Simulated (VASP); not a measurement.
# In in VASP: single point with PBE

Aim: the single point of In with PBE.

Everything below comes from runs of VASP 6.6.1. Logs are shortened: lines on timing, memory, paths and dates and some standing lists are left out, and cuts for length are marked.

### 1 The cell of the first run

The cell holds a sheet with vacuum, 2 atoms: a = 4.213 Å, b = 4.213 Å, c = 23.834 Å, α = 90.00°, β = 90.00°, γ = 96.34°.

### 2 Single point, PBE

INCAR

```
SYSTEM = In
PREC     = Accurate       ! precision mode
ENCUT    = 520            ! plane-wave cutoff, eV
EDIFF    = 1E-7           ! SCF threshold, eV
ISMEAR   = 0              ! smearing method
SIGMA    = 0.1            ! smearing width, eV
LREAL    = .False.        ! projectors in reciprocal space
LASPH    = .True.         ! aspherical terms in the spheres
NELM     = 100            ! most SCF steps
ALGO     = Normal         ! electronic algorithm
ISIF     = 2              ! what is computed and relaxed
LWAVE    = .False.        ! write WAVECAR
LCHARG   = .False.        ! write CHGCAR
LDIPOL   = .True.       
IDIPOL   = 3            
DIPOL    = 0.5 0.5 0.315
GGA      = PE             ! functional
NBANDS   = 20             ! bands
```

KPOINTS

```
regular mesh
0
Gamma
  14 14 1
  0 0 0
```

POSCAR

```
In
1.0
    4.2075216019     -0.2225738956      0.0000000000
   -0.2436735779      4.2063523814      0.0000000000
    0.0000000000      0.0000000000     23.8342588000
In
2
Direct
    0.2500000000      0.7500000000      0.3100308521
    0.7500000000      0.2500000000      0.3193153393
```

Potentials or basis: VASP PAW PBE potentials, release 64 (In_d).

Launch:

```console
$ cat potpaw_PBE.64/In_d/POTCAR > POTCAR
$ mpirun -np 1 vasp_std > vasp.out
```

OUTCAR:

```text
SYSTEM = In
   PREC = Accurate
   ENCUT = 520
   EDIFF = 1E-7
   ISMEAR = 0
   LREAL = .False.
   LASPH = .True.
   NELM = 100
   ISIF = 2
   GGA = PE

 ion  position               nearest neighbor table
   1  0.250  0.750  0.310-   2 2.82   2 2.82   2 3.15   2 3.15
   2  0.750  0.250  0.319-   1 2.82   1 2.82   1 3.15   1 3.15

  LATTYP: Found a base centered orthorhombic cell.
 ALAT       =     5.6198382700
 B/A-ratio  =     1.1173299910
 C/A-ratio  =     4.2410933651

  Lattice vectors:

 A1 = (   4.2075216019,  -0.2225738956,   0.0000000000)
 A2 = (  -0.2436735779,   4.2063523814,   0.0000000000)
 A3 = (   0.0000000000,   0.0000000000,  23.8342588000)

Analysis of symmetry for initial positions (statically):
=====================================================================
 Subroutine PRICEL returns:
 Original cell was already a primitive cell.

 Routine SETGRP: Setting up the symmetry group for a
 base centered orthorhombic supercell.

 Subroutine GETGRP returns: Found  8 space group operations
 (whereof  2 operations were pure point group operations)
 out of a pool of  8 trial point group operations.

The static configuration has the point symmetry C_1h.
 The point group associated with its full space group is D_2h.

Analysis of symmetry for dynamics (positions and initial velocities):
=====================================================================
 Subroutine PRICEL returns:
 Original cell was already a primitive cell.

 Routine SETGRP: Setting up the symmetry group for a
 base centered orthorhombic supercell.

 Subroutine GETGRP returns: Found  8 space group operations
 (whereof  2 operations were pure point group operations)
 out of a pool of  8 trial point group operations.

The dynamic configuration has the point symmetry C_1h.
 The point group associated with its full space group is D_2h.

 Subroutine INISYM returns: Found  8 space group operations
 (whereof  2 operations are pure point group operations),
 and found     1 'primitive' translations

----------------------------------------------------------------------------------------

                                     Primitive cell

  volume of cell :     420.5336

  direct lattice vectors                    reciprocal lattice vectors
     4.207521602 -0.222573896  0.000000000     0.238400168  0.013810498  0.000000000
    -0.243673578  4.206352381  0.000000000     0.012614648  0.238466435  0.000000000
     0.000000000  0.000000000 23.834258800     0.000000000  0.000000000  0.041956413

  length of vectors
     4.213404463  4.213404463 23.834258800     0.238799853  0.238799853  0.041956413

  position of ions in fractional coordinates (direct lattice)
     0.250000000  0.750000000  0.310030852
     0.750000000  0.250000000  0.319315339

  ion indices of the primitive-cell ions
   primitive index   ion index
                 1           1
                 2           2

----------------------------------------------------------------------------------------

 KPOINTS: regular mesh

Automatic generation of k-mesh.
 Grid dimensions read from file:
 generate k-points for:   14   14    1

 Generating k-lattice:

  Cartesian coordinates                     Fractional coordinates (reciprocal lattice)
     0.017028583  0.000986464  0.000000000     0.071428571  0.000000000  0.000000000
     0.000901046  0.017033317  0.000000000     0.000000000  0.071428571  0.000000000
     0.000000000  0.000000000  0.041956413     0.000000000  0.000000000  1.000000000

  Length of vectors
     0.017057132  0.017057132  0.041956413

  Shift w.r.t. Gamma in fractional coordinates (k-lattice)
     0.000000000  0.000000000  0.000000000

 Subroutine IBZKPT returns following result:
 ===========================================

 Found     57 irreducible k-points:

 Following reciprocal coordinates:
            Coordinates               Weight
  0.000000  0.000000  0.000000      1.000000
  0.071429  0.000000  0.000000      4.000000
  0.142857  0.000000  0.000000      4.000000
  0.214286  0.000000  0.000000      4.000000
  0.285714  0.000000  0.000000      4.000000
  0.357143  0.000000  0.000000      4.000000
[... 16 lines left out ...]
  0.214286  0.142857  0.000000      4.000000
  0.285714  0.142857  0.000000      4.000000
 [... further k-points ...]
   k-points           NKPTS =     57   k-points in BZ     NKDIM =     57   number of bands    NBANDS=     20
   number of dos      NEDOS =    301   number of ions     NIONS =      2
   total plane-waves  NPLWV = 184320
   dimension x,y,z NGX =    32 NGY =   32 NGZ =  180
   dimension x,y,z NGXF=    64 NGYF=   64 NGZF=  360
   ions per type =               2
   NGX,Y,Z   is equivalent  to a cutoff of  12.63, 12.63, 12.56 a.u.
   NGXF,Y,Z  is equivalent  to a cutoff of  25.25, 25.25, 25.11 a.u.
 SYSTEM =  In
   PREC   = accura    normal or accurate (medium, high low for compatibility)
   ISTART =      0    job   : 0-new  1-cont  2-samecut
   ICHARG =      2    charge: 1-file 2-atom 10-const
   ISPIN  =      1    spin polarized calculation?
   LNONCOLLINEAR =      F non collinear calculations
   LSORBIT =      F    spin-orbit coupling
   LASPH  =      T    aspherical Exc in radial PAW
   ENCUT  =  520.0 eV  38.22 Ry    6.18 a.u.   7.83  7.83 44.32*2*pi/ulx,y,z
   NELM   =    100;   NELMIN=  2; NELMDL= -5     # of ELM steps
   EDIFF  = 0.1E-06   stopping-criterion for ELM
   LREAL  =      F    real-space projection
   EDIFFG = 0.1E-05   stopping-criterion for IOM
   NSW    =      0    number of steps for IOM
   IBRION =     -1    ionic relax: 0-MD 1-quasi-New 2-CG
   NFREE  =      0    steps in history (QN), initial steepest desc. (CG)
   ISIF   =      2    stress and relaxation
   ISYM   =      2    0-nonsym 1-usesym 2-fastsym
   POTIM  = 0.5000    time-step for ionic-motion
   TEBEG  =    0.0;   TEEND  =   0.0 temperature during run
   PSTRESS=    0.0 pullay stress
   NELECT =      26.0000    total number of electrons
   NUPDOWN=      -1.0000    fix difference up-down
   EMIN   =  10.00;   EMAX   =-10.00  energy-range for DOS
   EFERMI =   0.00;   METHOD = LEGACY
   ISMEAR =     0;   SIGMA  =   0.10  broadening in eV -4-tet -1-fermi 0-gaus
   EFERMI_NEDOS =   21; number of points for ismear=-14 and -15
   IALGO  =     38    algorithm
   IMIX   =      4    mixing-type and parameters
     AMIX     =   0.40;   BMIX     =  1.00
     AMIX_MAG =   1.60;   BMIX_MAG =  1.00
  volume/ion in A,a.u.               =     210.27      1418.95
  Fermi-wavevector in a.u.,A,eV,Ry     =   0.647340  1.223295  5.701507  0.419049
  Thomas-Fermi vector in A             =   1.715616
   LORBIT       =      0    0 simple, 1 ext, 2 COOP (PROOUT), +10 PAW based schemes
   GGA     = PE    functional components
   LHFCALC =     F    Hartree Fock is set to
   AEXX    =    0.0000 exact exchange contribution
   IVDW    =     0    specifies the selected vdW correction
   LEPSILON=     F    determine dielectric tensor
   LRPA    =     F    only Hartree local field effects (RPA)
 non-spin polarized calculation
 Gauss-broadening in eV      SIGMA  =   0.10
  energy-cutoff  :      520.00
  volume of cell :      420.53
 maximum number of plane-waves:     11374
   NGX = 15   NGY = 15   NGZ = 89

 dipolmoment           0.000000      0.000000     -0.000000 electrons x Angstroem

 number of electron      26.0000006 magnetization

 dipolmoment           0.000000      0.000000      0.000000 electrons x Angstroem

 Free energy of the ion-electron system (eV)
  ---------------------------------------------------
  ext. energy  EPLUGINS =         0.00000000
  ---------------------------------------------------
  free energy    TOTEN  =        -4.06351741 eV

  energy without entropy =       -4.05466590  energy(sigma->0) =       -4.05909165

 E-fermi :  -2.5249     XC(G=0):  -1.9456

 val. band max:       -2.5366744186   @ k =  -0.0714   0.0714   0.0000
 cond. band min:      -2.4919285149   @ k =  -0.0714   0.0714   0.0000
 fundamental gap:      0.0447459038
 Fermi energy:        -2.5248819228

 k-point     1 :       0.0000    0.0000    0.0000
  band No.  band energies     occupation
      1     -17.7934      2.00000
      2     -17.4734      2.00000
      3     -17.3878      2.00000
      4     -17.3588      2.00000
      5     -17.2085      2.00000
      6     -17.0931      2.00000
[... 12 lines left out ...]
     19       2.3147      0.00000
     20       2.4225      0.00000

 k-point     2 :       0.0714    0.0000    0.0000
  band No.  band energies     occupation
      1     -17.7809      2.00000
      2     -17.4645      2.00000
      3     -17.3846      2.00000
      4     -17.3514      2.00000
      5     -17.2070      2.00000
      6     -17.0957      2.00000
[... 12 lines left out ...]
     19       2.3586      0.00000
     20       2.4443      0.00000

 k-point     3 :       0.1429    0.0000    0.0000
  band No.  band energies     occupation
      1     -17.7441      2.00000
      2     -17.4384      2.00000
      3     -17.3738      2.00000
      4     -17.3309      2.00000
      5     -17.2027      2.00000
      6     -17.1035      2.00000
[... 12 lines left out ...]
     19       2.2587      0.00000
     20       2.4904      0.00000

 k-point     4 :       0.2143    0.0000    0.0000
  band No.  band energies     occupation
      1     -17.6845      2.00000
      2     -17.3968      2.00000
      3     -17.3548      2.00000
      4     -17.2997      2.00000
      5     -17.1955      2.00000
      6     -17.1167      2.00000
[... 429 lines left out ...]
 k-point    23 :       0.2143    0.1429    0.0000
  band No.  band energies     occupation
      1     -17.5540      2.00000
      2     -17.3598      2.00000
      3     -17.3349      2.00000
      4     -17.2267      2.00000
      5     -17.2103      2.00000
      6     -17.1632      2.00000
[... 12 lines left out ...]
     19       2.5817      0.00000
     20       2.9474      0.00000

 k-point    24 :       0.2857    0.1429    0.0000
  band No.  band energies     occupation
      1     -17.4660      2.00000
      2     -17.3346      2.00000
      3     -17.2772      2.00000
      4     -17.2270      2.00000
      5     -17.2264      2.00000
      6     -17.1550      2.00000
[... 12 lines left out ...]
     19       2.8887      0.00000
     20       3.2648      0.00000

 [... further k-points ...]

------------------------ aborting loop because EDIFF is reached ----------------------------------------

 vacuum level on the upper side and lower side of the slab       (xc-potential included)        -0.008        -0.008

  FORCE on cell =-STRESS in cart. coord.  units (eV):
  Direction    XX          YY          ZZ          XY          YZ          ZX
  --------------------------------------------------------------------------------------
  -------------------------------------------------------------------------------------
  Total        0.6318109      0.6458550     -0.0101293      1.4000672      0.0000000     -0.0000000
  in kB        2.4071158      2.4606217     -0.0385912      5.3340700      0.0000000     -0.0000000
  external PRESSURE =       1.6097154 kB  Pullay stress =       0.0000000 kB

 VOLUME and BASIS-vectors are now :
 -----------------------------------------------------------------------------
  energy-cutoff  :      520.00
  volume of cell :      420.53
      direct lattice vectors                 reciprocal lattice vectors
     4.207521602 -0.222573896  0.000000000     0.238400168  0.013810498  0.000000000
    -0.243673578  4.206352381  0.000000000     0.012614648  0.238466435  0.000000000
     0.000000000  0.000000000 23.834258800     0.000000000  0.000000000  0.041956413

 POSITION                                       TOTAL-FORCE (eV/Angst)
 -----------------------------------------------------------------------------------
      0.86913      3.09912      7.38936         0.000000      0.000000     -0.055435
      3.09472      0.88466      7.61064        -0.000000      0.000000      0.055435
 -----------------------------------------------------------------------------------
    total drift:                                0.000000      0.000000     -0.000034

  FREE ENERGIE OF THE ION-ELECTRON SYSTEM (eV)
  ---------------------------------------------------
  free  energy   TOTEN  =        -4.0635174102 eV

  energy  without entropy=       -4.0546658986  energy(sigma->0) =       -4.05909165

 vacuum level on the upper side and lower side of the slab         1.444         1.445
```

Wall time 15 min (1 thread of AMD EPYC 7R43 (Zen 3), shared host); peak memory 0.61 GiB.

What came out:

* Free energy: -4.0635 eV
* Largest force: 0.055 eV/Å
* Band gap on the k mesh: zero (band 13 reaches -1.48 eV, above the bottom of band 14 at -4.75 eV)

Forces on the atoms (eV/Å):
```
In   0.000  0.000 -0.055
In   0.000  0.000  0.055
```

Levels at points of the mesh, in eV from the Fermi level:
```
           k point  band 9  band 10  band 11  band 12  band 13  band 14  band 15  band 16  band 17  band 18
(0.00, 0.00, 0.00)  -14.31   -14.05    -7.79    -1.30     0.18     0.94     1.28     2.96     3.79     4.08
(0.50, 0.00, 0.00)  -14.57   -14.57    -5.59    -5.59     1.04     1.04     3.13     3.13     5.09     5.09
(0.50, 0.50, 0.00)  -14.43   -14.26    -4.51    -2.83    -2.46    -2.22     1.60     2.79     4.58     5.36
```

Caveat: spin-orbit coupling is left out, which moves the levels of the heavy elements.
